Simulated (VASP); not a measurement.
# SnC3 (P-4m2) in VASP: notebook

SnC3 is run at these levels: PBE; tasks: single point.

Program: VASP 6.6.1. These are calculated values, not measurements. Logs are shortened: lines on timing, memory, paths and dates and some standing lists are left out, and cuts for length are marked.

### 1 The cell of the first run

Symmetry: P-4m2, No. 115, tetragonal system. Conventional cell: a = 2.924 Å, b = 2.924 Å, c = 4.576 Å, α = 90.00°, β = 90.00°, γ = 90.00°. Within 2.2 Å of C (site symmetry 2mm) lie 2 C at 1.67 Å and 2 Sn at 2.08 Å. Within 2.2 Å of C (site symmetry -4m2) lie 4 C at 1.67 Å. Within 2.8 Å of Sn (site symmetry -4m2) lie 4 C at 2.08 Å.

### 2 Single point, PBE (volume changed by -6%)

INCAR reads:

```
PREC = Accurate ; ENCUT = 520
EDIFF = 1E-6 ; ISMEAR = 0
SIGMA = 0.01 ; LREAL = False
LASPH = True ; NELM = 60
ALGO = Normal ; ISIF = 2
LWAVE = False ; LCHARG = False
GGA = PE ; NBANDS = 21
```

KPOINTS reads:

```
Automatic mesh
0
Gamma
  8 8 4
```

POSCAR reads:

```
SnC3
1.0
    2.9236493199      0.0000000000      0.0000000000
    0.0000000000      2.9236493199      0.0000000000
    0.0000000000      0.0000000000      4.5760721933
C Sn
3 1
Direct
    0.5000000000      0.0000000000      0.8227196820
    0.5000000000      0.5000000000      0.0000000000
    0.0000000000      0.5000000000      0.1772803180
    0.0000000000      0.0000000000      0.5000000000
```

Potentials or basis: VASP PAW PBE potentials, release 64 (C, Sn_d).

The run is started by

```
> cat potpaw_PBE.64/C/POTCAR potpaw_PBE.64/Sn_d/POTCAR > POTCAR
> mpirun -np 1 vasp_std > vasp.out
```

OUTCAR:

```text
PREC = Accurate
   ENCUT = 520
   EDIFF = 1E-6
   ISMEAR = 0
   LREAL = False
   LASPH = True
   NELM = 60
   ISIF = 2
   GGA = PE

 ion  position               nearest neighbor table
   1  0.500  0.000  0.823-   2 1.67   2 1.67   4 2.08   4 2.08
   2  0.500  0.500  0.000-   1 1.67   3 1.67   1 1.67   3 1.67
   3  0.000  0.500  0.177-   2 1.67   2 1.67   4 2.08   4 2.08
   4  0.000  0.000  0.500-   1 2.08   3 2.08   3 2.08   1 2.08

  LATTYP: Found a simple tetragonal cell.
 ALAT       =     2.9236493199
 C/A-ratio  =     1.5651918861

  Lattice vectors:

 A1 = (   2.9236493199,   0.0000000000,   0.0000000000)
 A2 = (   0.0000000000,   2.9236493199,   0.0000000000)
 A3 = (   0.0000000000,   0.0000000000,   4.5760721933)

Analysis of symmetry for initial positions (statically):
=====================================================================
 Subroutine PRICEL returns:
 Original cell was already a primitive cell.

 Routine SETGRP: Setting up the symmetry group for a
 simple tetragonal supercell.

 Subroutine GETGRP returns: Found  8 space group operations
 (whereof  8 operations were pure point group operations)
 out of a pool of 16 trial point group operations.

The static configuration has the point symmetry D_2d.

Analysis of symmetry for dynamics (positions and initial velocities):
=====================================================================
 Subroutine PRICEL returns:
 Original cell was already a primitive cell.

 Routine SETGRP: Setting up the symmetry group for a
 simple tetragonal supercell.

 Subroutine GETGRP returns: Found  8 space group operations
 (whereof  8 operations were pure point group operations)
 out of a pool of 16 trial point group operations.

The dynamic configuration has the point symmetry D_2d.

 Subroutine INISYM returns: Found  8 space group operations
 (whereof  8 operations are pure point group operations),
 and found     1 'primitive' translations

----------------------------------------------------------------------------------------

                                     Primitive cell

  volume of cell :      39.1150

  direct lattice vectors                    reciprocal lattice vectors
     2.923649320  0.000000000  0.000000000     0.342038285  0.000000000  0.000000000
     0.000000000  2.923649320  0.000000000     0.000000000  0.342038285  0.000000000
     0.000000000  0.000000000  4.576072193     0.000000000  0.000000000  0.218528021

  length of vectors
     2.923649320  2.923649320  4.576072193     0.342038285  0.342038285  0.218528021

  position of ions in fractional coordinates (direct lattice)
     0.500000000  0.000000000  0.822719682
     0.500000000  0.500000000  0.000000000
     0.000000000  0.500000000  0.177280318
     0.000000000  0.000000000  0.500000000

  ion indices of the primitive-cell ions
   primitive index   ion index
                 1           1
                 2           2
                 3           3
                 4           4

----------------------------------------------------------------------------------------

 KPOINTS: Automatic mesh

Automatic generation of k-mesh.
 Grid dimensions read from file:
 generate k-points for:    8    8    4

 Generating k-lattice:

  Cartesian coordinates                     Fractional coordinates (reciprocal lattice)
     0.042754786  0.000000000  0.000000000     0.125000000  0.000000000  0.000000000
     0.000000000  0.042754786  0.000000000     0.000000000  0.125000000  0.000000000
     0.000000000  0.000000000  0.054632005     0.000000000  0.000000000  0.250000000

  Length of vectors
     0.042754786  0.042754786  0.054632005

  Shift w.r.t. Gamma in fractional coordinates (k-lattice)
     0.000000000  0.000000000  0.000000000

 Subroutine IBZKPT returns following result:
 ===========================================

 Found     45 irreducible k-points:

 Following reciprocal coordinates:
            Coordinates               Weight
  0.000000  0.000000  0.000000      1.000000
  0.125000  0.000000  0.000000      4.000000
  0.250000  0.000000  0.000000      4.000000
  0.375000  0.000000  0.000000      4.000000
  0.500000  0.000000  0.000000      2.000000
  0.125000  0.125000  0.000000      4.000000
[... 16 lines left out ...]
  0.375000  0.125000  0.250000     16.000000
  0.500000  0.125000  0.250000      8.000000
 [... further k-points ...]
   k-points           NKPTS =     45   k-points in BZ     NKDIM =     45   number of bands    NBANDS=     21
   number of dos      NEDOS =    301   number of ions     NIONS =      4
   total plane-waves  NPLWV =  20736
   dimension x,y,z NGX =    24 NGY =   24 NGZ =   36
   dimension x,y,z NGXF=    48 NGYF=   48 NGZF=   72
   ions per type =               3   1
   NGX,Y,Z   is equivalent  to a cutoff of  13.65, 13.65, 13.08 a.u.
   NGXF,Y,Z  is equivalent  to a cutoff of  27.29, 27.29, 26.16 a.u.
 SYSTEM =  unknown system
   PREC   = accura    normal or accurate (medium, high low for compatibility)
   ISTART =      0    job   : 0-new  1-cont  2-samecut
   ICHARG =      2    charge: 1-file 2-atom 10-const
   ISPIN  =      1    spin polarized calculation?
   LNONCOLLINEAR =      F non collinear calculations
   LSORBIT =      F    spin-orbit coupling
   LASPH  =      T    aspherical Exc in radial PAW
   ENCUT  =  520.0 eV  38.22 Ry    6.18 a.u.   5.44  5.44  8.51*2*pi/ulx,y,z
   NELM   =     60;   NELMIN=  2; NELMDL= -5     # of ELM steps
   EDIFF  = 0.1E-05   stopping-criterion for ELM
   LREAL  =      F    real-space projection
   EDIFFG = 0.1E-04   stopping-criterion for IOM
   NSW    =      0    number of steps for IOM
   IBRION =     -1    ionic relax: 0-MD 1-quasi-New 2-CG
   NFREE  =      0    steps in history (QN), initial steepest desc. (CG)
   ISIF   =      2    stress and relaxation
   ISYM   =      2    0-nonsym 1-usesym 2-fastsym
   POTIM  = 0.5000    time-step for ionic-motion
   TEBEG  =    0.0;   TEEND  =   0.0 temperature during run
   PSTRESS=    0.0 pullay stress
   NELECT =      26.0000    total number of electrons
   NUPDOWN=      -1.0000    fix difference up-down
   EMIN   =  10.00;   EMAX   =-10.00  energy-range for DOS
   EFERMI =   0.00;   METHOD = LEGACY
   ISMEAR =     0;   SIGMA  =   0.01  broadening in eV -4-tet -1-fermi 0-gaus
   EFERMI_NEDOS =   21; number of points for ismear=-14 and -15
   IALGO  =     38    algorithm
   IMIX   =      4    mixing-type and parameters
     AMIX     =   0.40;   BMIX     =  1.00
     AMIX_MAG =   1.60;   BMIX_MAG =  1.00
  volume/ion in A,a.u.               =       9.78        65.99
  Fermi-wavevector in a.u.,A,eV,Ry     =   1.428734  2.699916 27.773324  2.041282
  Thomas-Fermi vector in A             =   2.548764
   LORBIT       =      0    0 simple, 1 ext, 2 COOP (PROOUT), +10 PAW based schemes
   GGA     = PE    functional components
   LHFCALC =     F    Hartree Fock is set to
   AEXX    =    0.0000 exact exchange contribution
   IVDW    =     0    specifies the selected vdW correction
   LEPSILON=     F    determine dielectric tensor
   LRPA    =     F    only Hartree local field effects (RPA)
 non-spin polarized calculation
 Gauss-broadening in eV      SIGMA  =   0.01
  energy-cutoff  :      520.00
  volume of cell :       39.12
 maximum number of plane-waves:      1081
 NGX is ok and might be reduce to    24
   NGX = 11   NGY = 11   NGZ = 17

 number of electron      25.9999997 magnetization

 Free energy of the ion-electron system (eV)
  ---------------------------------------------------
  ext. energy  EPLUGINS =         0.00000000
  ---------------------------------------------------
  free energy    TOTEN  =       -25.20930480 eV

  energy without entropy =      -25.20930480  energy(sigma->0) =      -25.20930480

 E-fermi :  11.3631     XC(G=0): -12.2087

 val. band max:       11.2846214119   @ k =   0.0000   0.0000   0.0000
 cond. band min:      11.6252565164   @ k =   0.3750   0.3750   0.0000
 fundamental gap:      0.3406351045
 Fermi energy:        11.3630593131

 k-point     1 :       0.0000    0.0000    0.0000
  band No.  band energies     occupation
      1     -11.8271      2.00000
      2     -11.2050      2.00000
      3     -11.0648      2.00000
      4     -11.0635      2.00000
      5     -11.0635      2.00000
      6      -7.6407      2.00000
[... 13 lines left out ...]
     20      22.6823      0.00000
     21      22.7081      0.00000

 k-point     2 :       0.1250    0.0000    0.0000
  band No.  band energies     occupation
      1     -11.7725      2.00000
      2     -11.1777      2.00000
      3     -11.1169      2.00000
      4     -11.0910      2.00000
      5     -11.0596      2.00000
      6      -7.4161      2.00000
[... 13 lines left out ...]
     20      21.9784      0.00000
     21      22.3976      0.00000

 k-point     3 :       0.2500    0.0000    0.0000
  band No.  band energies     occupation
      1     -11.6555      2.00000
      2     -11.2446      2.00000
      3     -11.1532      2.00000
      4     -11.0941      2.00000
      5     -11.0507      2.00000
      6      -6.7588      2.00000
[... 13 lines left out ...]
     20      21.6993      0.00000
     21      21.9709      0.00000

 k-point     4 :       0.3750    0.0000    0.0000
  band No.  band energies     occupation
      1     -11.5591      2.00000
      2     -11.3681      2.00000
      3     -11.2146      2.00000
      4     -11.0417      2.00000
      5     -10.9886      2.00000
      6      -5.7536      2.00000
[... 13 lines left out ...]
     20      21.7736      0.00000
     21      21.9767      0.00000

 k-point     5 :       0.5000    0.0000    0.0000
  band No.  band energies     occupation
      1     -11.5205      2.00000
      2     -11.4233      2.00000
      3     -11.2398      2.00000
      4     -11.0380      2.00000
      5     -10.9382      2.00000
      6      -4.9634      2.00000
[... 13 lines left out ...]
     20      21.7098      0.00000
     21      22.1439      0.00000
[... 382 lines left out ...]
     20      20.9781      0.00000
     21      21.8510      0.00000

 k-point    22 :       0.2500    0.1250    0.2500
  band No.  band energies     occupation
      1     -11.5873      2.00000
      2     -11.2463      2.00000
      3     -11.1867      2.00000
      4     -11.1040      2.00000
      5     -11.0667      2.00000
      6      -6.2564      2.00000
[... 13 lines left out ...]
     20      20.6500      0.00000
     21      22.2077      0.00000

 k-point    23 :       0.3750    0.1250    0.2500
  band No.  band energies     occupation
      1     -11.4847      2.00000
      2     -11.3684      2.00000
      3     -11.2522      2.00000
      4     -11.0916      2.00000
      5     -10.9680      2.00000
      6      -5.2845      2.00000
[... 13 lines left out ...]
     20      20.4953      0.00000
     21      22.0646      0.00000

 k-point    24 :       0.5000    0.1250    0.2500
  band No.  band energies     occupation
      1     -11.4365      2.00000
      2     -11.4312      2.00000
      3     -11.2792      2.00000
      4     -11.0866      2.00000
      5     -10.9187      2.00000
      6      -4.5466      2.00000
[... 13 lines left out ...]
     20      20.1582      0.00000
     21      22.1311      0.00000

 [... further k-points ...]
[... 5 lines left out ...]
  --------------------------------------------------------------------------------------
  -------------------------------------------------------------------------------------
  Total        3.3641010      3.3641010      4.0248662      0.0000000      0.0000000      0.0000000
  in kB      137.7958655    137.7958655    164.8612568      0.0000000      0.0000000      0.0000000
  external PRESSURE =     146.8176626 kB  Pullay stress =       0.0000000 kB

 VOLUME and BASIS-vectors are now :
 -----------------------------------------------------------------------------
  energy-cutoff  :      520.00
  volume of cell :       39.12
      direct lattice vectors                 reciprocal lattice vectors
     2.923649320  0.000000000  0.000000000     0.342038285  0.000000000  0.000000000
     0.000000000  2.923649320  0.000000000     0.000000000  0.342038285  0.000000000
     0.000000000  0.000000000  4.576072193     0.000000000  0.000000000  0.218528021

 POSITION                                       TOTAL-FORCE (eV/Angst)
 -----------------------------------------------------------------------------------
      1.46182      0.00000      3.76482        -0.000000      0.000000      0.316184
      1.46182      1.46182      0.00000        -0.000000     -0.000000      0.000000
      0.00000      1.46182      0.81125        -0.000000      0.000000     -0.316184
      0.00000      0.00000      2.28804         0.000000      0.000000      0.000000
 -----------------------------------------------------------------------------------
    total drift:                                0.000000     -0.000000      0.000000

  FREE ENERGIE OF THE ION-ELECTRON SYSTEM (eV)
  ---------------------------------------------------
  free  energy   TOTEN  =       -25.2093048005 eV

  energy  without entropy=      -25.2093048005  energy(sigma->0) =      -25.20930480
```

Run time: 11 s. Hardware: 1 thread of Intel Xeon 6975P-C (Granite Rapids), shared host; peak memory 0.17 GiB.

Results:

| Quantity | Value |
| --- | --- |
| Free energy | -25.2093 eV |
| Pressure | 14.7 GPa |
| Largest force | 0.316 eV/Å |
| Band gap on the k mesh | 0.34 eV, indirect (least direct gap 0.64 eV) |

Forces in eV/Å, atoms in the order of the input:
```
C    0.000  0.000  0.316
C    0.000  0.000  0.000
C    0.000  0.000 -0.316
Sn   0.000  0.000  0.000
```

Stress tensor (GPa, compression positive):
```
13.78  0.00  0.00
 0.00 13.78  0.00
 0.00  0.00 16.49
```

Levels at points of the mesh, in eV from the valence-band top:
```csv
k point,band 11,band 12,band 13,band 14,band 15,band 16
"(0.00, 0.00, 0.00)",-1.70,0.00,0.00,0.64,1.25,2.74
"(0.50, 0.00, 0.00)",-6.81,-5.52,-0.78,2.12,3.17,4.14
"(0.50, 0.50, 0.00)",-5.83,-5.83,-3.79,0.60,0.60,2.04
"(0.00, 0.00, 0.50)",-5.70,-1.22,-1.22,0.53,1.97,4.09
"(0.50, 0.00, 0.50)",-3.64,-3.01,-0.58,0.47,2.48,2.85
"(0.50, 0.50, 0.50)",-7.03,-6.68,-6.57,3.67,3.67,4.81
```

Caveat: spin-orbit coupling is left out, which moves the levels of the heavy elements. A k mesh can miss the band edges.

[end of part 1 of 2]
